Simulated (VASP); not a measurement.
# CsTi3 (Pm-3m) in VASP: a series of runs

Runs on CsTi3. Level: r2SCAN. Tasks: single point.

All numbers are computed with VASP 6.6.1; they aren't measurements. Logs are shortened: lines on timing, memory, paths and dates and some standing lists are left out, and cuts for length are marked.

### 1 The cell of the first run

The structure is cubic, space group Pm-3m (No. 221). Conventional cell: a = 4.432 Å, b = 4.432 Å, c = 4.432 Å, α = 90.00°, β = 90.00°, γ = 90.00°. Within 4.1 Å of Cs (site symmetry m-3m) lie 12 Ti at 3.13 Å. Within 4.1 Å of Ti (site symmetry 4/mmm) lie 4 Cs at 3.13 Å and 8 Ti at 3.13 Å.

### 2 Single point, r2SCAN

Input file POSCAR:

```
CsTi3
1.0
    4.4315663667      0.0000000000      0.0000000000
    0.0000000000      4.4315663667      0.0000000000
    0.0000000000      0.0000000000      4.4315663667
Cs Ti
1 3
Direct
    0.0000000000      0.0000000000      0.0000000000
    0.0000000000      0.5000000000      0.5000000000
    0.5000000000      0.0000000000      0.5000000000
    0.5000000000      0.5000000000      0.0000000000
```

Input file INCAR.step1:

```
SYSTEM = CsTi3
ALGO = Normal ; EDIFF = 1E-4
ENCUT = 520 ; GGA = PE
ISMEAR = 0 ; LASPH = .True.
LCHARG = .False. ; LREAL = .False.
LWAVE = .True. ; NBANDS = 30
NELM = 80 ; PREC = Accurate
SIGMA = 0.1
```

Input file INCAR.step2:

```
SYSTEM = CsTi3
ALGO = Normal ; EDIFF = 1E-6
ENCUT = 520 ; ISIF = 2
ISMEAR = 0 ; ISTART = 1
LASPH = .True. ; LCHARG = .True.
LELF = .True. ; LMIXTAU = .True.
LREAL = .False. ; LVHAR = .True.
LWAVE = .False. ; METAGGA = R2SCAN
NBANDS = 30 ; NELM = 80
PREC = Accurate ; SIGMA = 0.1
```

Input file KPOINTS:

```
k-points
0
Gamma
  4 4 4
  0 0 0
```

Potentials or basis: VASP PAW PBE potentials, release 64 (Cs_sv, Ti_sv).

Started as:

```sh
$ cat potpaw_PBE.64/Cs_sv/POTCAR potpaw_PBE.64/Ti_sv/POTCAR > POTCAR
$ cp INCAR.step1 INCAR
$ mpirun -np 1 vasp_std > vasp.out
$ cp INCAR.step2 INCAR
$ mpirun -np 1 vasp_std > vasp.out
```

OUTCAR:

```text
SYSTEM = CsTi3
   EDIFF = 1E-6
   ENCUT = 520
   ISIF = 2
   ISMEAR = 0
   ISTART = 1
   LASPH = .True.
   LREAL = .False.
   METAGGA = R2SCAN
   NELM = 80
   PREC = Accurate

 ion  position               nearest neighbor table
   1  0.000  0.000  0.000-
   2  0.000  0.500  0.500-
   3  0.500  0.000  0.500-
   4  0.500  0.500  0.000-

  LATTYP: Found a simple cubic cell.
 ALAT       =     4.4315663667

  Lattice vectors:

 A1 = (   4.4315663667,   0.0000000000,   0.0000000000)
 A2 = (   0.0000000000,   4.4315663667,   0.0000000000)
 A3 = (   0.0000000000,   0.0000000000,   4.4315663667)

Analysis of symmetry for initial positions (statically):
=====================================================================
 Subroutine PRICEL returns:
 Original cell was already a primitive cell.

 Routine SETGRP: Setting up the symmetry group for a
 simple cubic supercell.

 Subroutine GETGRP returns: Found 48 space group operations
 (whereof 48 operations were pure point group operations)
 out of a pool of 48 trial point group operations.

The static configuration has the point symmetry O_h .

Analysis of symmetry for dynamics (positions and initial velocities):
=====================================================================
 Subroutine PRICEL returns:
 Original cell was already a primitive cell.

 Routine SETGRP: Setting up the symmetry group for a
 simple cubic supercell.

 Subroutine GETGRP returns: Found 48 space group operations
 (whereof 48 operations were pure point group operations)
 out of a pool of 48 trial point group operations.

The dynamic configuration has the point symmetry O_h .

 Subroutine INISYM returns: Found 48 space group operations
 (whereof 48 operations are pure point group operations),
 and found     1 'primitive' translations

----------------------------------------------------------------------------------------

                                     Primitive cell

  volume of cell :      87.0306

  direct lattice vectors                    reciprocal lattice vectors
     4.431566367  0.000000000  0.000000000     0.225653847  0.000000000  0.000000000
     0.000000000  4.431566367  0.000000000     0.000000000  0.225653847  0.000000000
     0.000000000  0.000000000  4.431566367     0.000000000  0.000000000  0.225653847

[... 68 lines left out ...]
   LSORBIT =      F    spin-orbit coupling
   LASPH  =      T    aspherical Exc in radial PAW
   ENCUT  =  520.0 eV  38.22 Ry    6.18 a.u.   8.24  8.24  8.24*2*pi/ulx,y,z
   NELM   =     80;   NELMIN=  2; NELMDL=  0     # of ELM steps
   EDIFF  = 0.1E-05   stopping-criterion for ELM
   LREAL  =      F    real-space projection
   EDIFFG = 0.1E-04   stopping-criterion for IOM
   NSW    =      0    number of steps for IOM
   IBRION =     -1    ionic relax: 0-MD 1-quasi-New 2-CG
   NFREE  =      0    steps in history (QN), initial steepest desc. (CG)
   ISIF   =      2    stress and relaxation
   ISYM   =      2    0-nonsym 1-usesym 2-fastsym
   POTIM  = 0.5000    time-step for ionic-motion
   TEBEG  =    0.0;   TEEND  =   0.0 temperature during run
   PSTRESS=    0.0 pullay stress
   NELECT =      45.0000    total number of electrons
   NUPDOWN=      -1.0000    fix difference up-down
   EMIN   =  10.00;   EMAX   =-10.00  energy-range for DOS
   EFERMI =   0.00;   METHOD = LEGACY
   ISMEAR =     0;   SIGMA  =   0.10  broadening in eV -4-tet -1-fermi 0-gaus
   EFERMI_NEDOS =   21; number of points for ismear=-14 and -15
   IALGO  =     38    algorithm
   IMIX   =      4    mixing-type and parameters
     AMIX     =   0.40;   BMIX     =  1.00
     AMIX_MAG =   1.60;   BMIX_MAG =  1.00
  volume/ion in A,a.u.               =      21.76       146.83
  Fermi-wavevector in a.u.,A,eV,Ry     =   1.313979  2.483060 23.491012  1.726541
  Thomas-Fermi vector in A             =   2.444264
   LORBIT       =      0    0 simple, 1 ext, 2 COOP (PROOUT), +10 PAW based schemes
   METAGGA = R2SCAN    functional components
   LHFCALC =     F    Hartree Fock is set to
   AEXX    =    0.0000 exact exchange contribution
   IVDW    =     0    specifies the selected vdW correction
   LEPSILON=     F    determine dielectric tensor
   LRPA    =     F    only Hartree local field effects (RPA)
 non-spin polarized calculation
 Gauss-broadening in eV      SIGMA  =   0.10
  energy-cutoff  :      520.00
  volume of cell :       87.03
 maximum number of plane-waves:      2360
 NGX is ok and might be reduce to    36
   NGX = 17   NGY = 17   NGZ = 17

 number of electron      44.9999984 magnetization

 Free energy of the ion-electron system (eV)
  ---------------------------------------------------
  ext. energy  EPLUGINS =         0.00000000
  ---------------------------------------------------
  free energy    TOTEN  =       -58.12385101 eV

  energy without entropy =      -58.07857548  energy(sigma->0) =      -58.10121325

 E-fermi :   6.7817     XC(G=0): -11.6495

 val. band max:        6.7656187079   @ k =   0.5000   0.2500   0.2500
 cond. band min:       6.8033479904   @ k =   0.5000   0.5000   0.2500
 fundamental gap:      0.0377292824
 Fermi energy:         6.7816764064

 k-point     1 :       0.0000    0.0000    0.0000
  band No.  band energies     occupation
      1     -52.5661      2.00000
      2     -52.5139      2.00000
      3     -52.5139      2.00000
      4     -27.9029      2.00000
      5     -27.9029      2.00000
      6     -27.9029      2.00000
[... 319 lines left out ...]
     29       8.2429      0.00000
     30       9.5365      0.00000

------------------------ aborting loop because EDIFF is reached ----------------------------------------

  FORCE on cell =-STRESS in cart. coord.  units (eV):
  Direction    XX          YY          ZZ          XY          YZ          ZX
  --------------------------------------------------------------------------------------
  -------------------------------------------------------------------------------------
  Total       -1.1311328     -1.1311328     -1.1311328     -0.0000000     -0.0000000      0.0000000
  in kB      -20.8234357    -20.8234357    -20.8234357     -0.0000000     -0.0000000      0.0000000
  external PRESSURE =     -20.8234357 kB  Pullay stress =       0.0000000 kB

 VOLUME and BASIS-vectors are now :
 -----------------------------------------------------------------------------
  energy-cutoff  :      520.00
  volume of cell :       87.03
      direct lattice vectors                 reciprocal lattice vectors
     4.431566367  0.000000000  0.000000000     0.225653847  0.000000000  0.000000000
     0.000000000  4.431566367  0.000000000     0.000000000  0.225653847  0.000000000
     0.000000000  0.000000000  4.431566367     0.000000000  0.000000000  0.225653847

 POSITION                                       TOTAL-FORCE (eV/Angst)
 -----------------------------------------------------------------------------------
      0.00000      0.00000      0.00000         0.000000      0.000000      0.000000
      0.00000      2.21578      2.21578         0.000000      0.000000      0.000000
      2.21578      0.00000      2.21578         0.000000      0.000000      0.000000
      2.21578      2.21578      0.00000         0.000000      0.000000      0.000000
 -----------------------------------------------------------------------------------
    total drift:                                0.000000      0.000000      0.000000

  FREE ENERGIE OF THE ION-ELECTRON SYSTEM (eV)
  ---------------------------------------------------
  free  energy   TOTEN  =       -58.1238510094 eV

  energy  without entropy=      -58.0785754846  energy(sigma->0) =      -58.10121325
```

OUTCAR.step1:

```text
SYSTEM = CsTi3
   EDIFF = 1E-4
   ENCUT = 520
   GGA = PE
   ISMEAR = 0
[... 542 lines left out ...]
      0.00000      0.00000      0.00000         0.000000      0.000000      0.000000
      0.00000      2.21578      2.21578         0.000000      0.000000      0.000000
      2.21578      0.00000      2.21578         0.000000      0.000000      0.000000
      2.21578      2.21578      0.00000         0.000000      0.000000      0.000000
 -----------------------------------------------------------------------------------
    total drift:                                0.000000      0.000000      0.000000

  FREE ENERGIE OF THE ION-ELECTRON SYSTEM (eV)
  ---------------------------------------------------
  free  energy   TOTEN  =       -18.9696972667 eV

  energy  without entropy=      -18.9284652141  energy(sigma->0) =      -18.94908124
```

Run time: 2.3 min. Hardware: 1 thread of Intel Xeon Platinum 8259CL at 2.50GHz (Skylake/Cascade Lake), shared host; peak memory 0.21 GiB.

Results:

- Free energy: -58.1239 eV
- Pressure: -2.1 GPa
- Band gap on the k mesh: zero (an odd number of electrons rules out a gap without spin polarisation)

Caveat: the PAW data sets were made with another functional, which shifts forces and pressure a little; spin-orbit coupling is left out, which moves the levels of the heavy elements.

### 3 Single point, r2SCAN

This run uses another cell than the first one, of 20.47 Å³/atom.

Input file POSCAR:

```
CsTi3
1.0
    4.3426278089      0.0000000000      0.0000000000
    0.0000000000      4.3426278089      0.0000000000
    0.0000000000      0.0000000000      4.3426278089
Cs Ti
1 3
Direct
    0.0000000000      0.0000000000      0.0000000000
    0.0000000000      0.5000000000      0.5000000000
    0.5000000000      0.0000000000      0.5000000000
    0.5000000000      0.5000000000      0.0000000000
```

Input file INCAR.step1:

```
SYSTEM = CsTi3
  ALGO = Normal
  EDIFF = 1E-4
  ENCUT = 520
  GGA = PE
  ISMEAR = 0
  LASPH = .True.
  LCHARG = .False.
  LREAL = .False.
  LWAVE = .True.
  NBANDS = 30
  NELM = 60
  PREC = Accurate
  SIGMA = 0.1
```

Input file INCAR.step2:

```
SYSTEM = CsTi3
  ALGO = Normal
  EDIFF = 1E-6
  ENCUT = 520
  ISIF = 2
  ISMEAR = 0
  ISTART = 1
  LASPH = .True.
  LCHARG = .False.
  LMIXTAU = .True.
  LREAL = .False.
  LWAVE = .False.
  METAGGA = R2SCAN
  NBANDS = 30
  NELM = 60
  PREC = Accurate
  SIGMA = 0.1
```

Input file KPOINTS:

```
k-points
0
Gamma
  10 10 10
  0 0 0
```

Potentials or basis: VASP PAW PBE potentials, release 64 (Cs_sv, Ti_sv).

Started as:

```sh
$ cat potpaw_PBE.64/Cs_sv/POTCAR potpaw_PBE.64/Ti_sv/POTCAR > POTCAR
$ cp INCAR.step1 INCAR
$ mpirun -np 1 vasp_std > vasp.out
$ cp INCAR.step2 INCAR
$ mpirun -np 1 vasp_std > vasp.out
```

Run time: 5.4 min. Hardware: 1 thread of Intel Xeon Platinum 8259CL at 2.50GHz (Skylake/Cascade Lake), shared host; peak memory 0.26 GiB.

It converged, with:

```yaml
Free_energy: -58.1693 eV
Pressure: 1.1 GPa
Band_gap_on_the_k_mesh: zero (an odd number of electrons rules out a gap without spin polarisation)
```

Levels at points of the mesh, in eV from the Fermi level:
| k point | band 20 | band 21 | band 22 | band 23 | band 24 | band 25 | band 26 | band 27 |
| --- | --- | --- | --- | --- | --- | --- | --- | --- |
| (0.00, 0.00, 0.00) | -1.49 | -1.49 | -1.49 | -1.03 | 1.16 | 1.16 | 1.16 | 2.61 |
| (0.50, 0.00, 0.00) | -0.70 | -0.33 | -0.29 | -0.29 | 0.10 | 0.64 | 0.64 | 1.49 |
| (0.50, 0.50, 0.00) | -0.62 | -0.13 | -0.13 | 0.15 | 0.64 | 0.72 | 0.72 | 0.86 |
| (0.50, 0.50, 0.50) | -0.12 | -0.07 | 0.38 | 0.38 | 0.38 | 1.31 | 1.31 | 1.31 |

Caveat: the PAW data sets were made with another functional, which shifts forces and pressure a little; spin-orbit coupling is left out, which moves the levels of the heavy elements.
